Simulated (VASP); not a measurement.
# AlNi: single point with LDA

Crystal: AlNi.

```xyz
2
Lattice="2.3159 -1.4039 0.0000 2.3159 1.4039 0.0000 -1.3654 0.0000 3.9065" Properties=species:S:1:pos:R:3 pbc="T T T"
Ni    1.6332    0.0000    1.9533
Al    0.0000    0.0000    0.0000
```

* Program: VASP 6.6.1
* Task: single point
* Functional: LDA
* Potentials or basis: VASP PAW LDA potentials, release 64 (Ni, Al)
* Cutoff: 520 eV
* k mesh: 11 × 11 × 7
* Occupations: fermi-dirac, width 0.05 eV
* Spin: collinear spin, ferromagnetic start
* Starting moments: [1.0, 0.0] μB
* Dipole correction: no
* Further INCAR settings: ALGO = Fast; EDIFF = 1e-07; NBANDS = 18

```
Pressure                                              : -10.2 GPa
Net moment                                            : 0.00 μB per cell
Valence electrons inside the program's atomic spheres : Ni 9.35; Al 0.82
```

Stress tensor (GPa, compression positive):
```
 -8.38   0.00  -0.75
  0.00 -10.19   0.00
 -0.75   0.00 -12.15
```

Levels at points of the mesh, in eV from the Fermi level:
Spin up:
```tsv
k point	band 5	band 6	band 7	band 8	band 9	band 10
(0.00, 0.00, 0.00)	-1.53	-1.36	-1.23	2.65	13.48	13.48
```
Spin down:
```csv
k point,band 3,band 4,band 5,band 6,band 7,band 8,band 9,band 10,band 11,band 12
"(0.00, 0.00, 0.00)",-1.82,-1.62,-1.53,-1.36,-1.23,2.65,13.48,13.48,14.48,14.98
```

It took 110 s on 1 thread of Intel(R) Xeon(R) 6975P-C (Granite Rapids), with other jobs on the host, peak memory 0.25 GiB.
